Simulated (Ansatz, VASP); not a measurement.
# SnSe: VASP beside Ansatz

```
Sn Se
1.0
    11.49563    0.00000    0.00000
     0.00000    4.21775    0.00000
     0.00000    0.00000    4.48954
Sn Se
4 4
Direct
  0.87700 0.75000 0.90900
  0.62300 0.25000 0.40900
  0.37700 0.75000 0.59100
  0.12300 0.25000 0.09100
  0.64300 0.75000 0.98400
  0.85700 0.25000 0.48400
  0.14300 0.75000 0.51600
  0.35700 0.25000 0.01600
```

Alike in both runs: task single point; functional PBE; k mesh 3 × 6 × 6; occupations fermi-dirac, width 0.05 eV; no spin polarisation.

|  | VASP | Ansatz |
| --- | --- | --- |
| version | VASP 6.6.1 | Ansatz 0.2.0 |
| potentials or method | VASP PAW PBE potentials, release 64 (Sn_d, Se) | Ansatz PAW |
| plane-wave cutoff (eV) | 520 | 420 |
| valence electrons in the cell | 80 | 120 |

Ansatz gave:

* gap on the k mesh at the Fermi level (eV): 0.55
* least direct gap on the mesh (eV): 0.73
* pressure (GPa): 1.3
* traceless stress, the component that is largest in VASP (GPa): 1.67
* rms of the force components (eV/Å): 0.117

Problem. Estimate VASP's values.

Solution. gap on the k mesh at the Fermi level (eV): 0.55; least direct gap on the mesh (eV): 0.72; pressure (GPa): 1.3; traceless stress, the component that is largest in VASP (GPa): 1.70; rms of the force components (eV/Å): 0.122.

Atom by atom the forces differ by 0.009 eV/Å (rms over components). VASP's potentials hold 80 valence electrons a cell and Ansatz's 120, so a difference there can come from the potentials and not from the codes.

Noted on Ansatz's run: odd divisions of the mesh miss points on the zone boundary, where band edges often lie, so the gap on the mesh can be too wide.
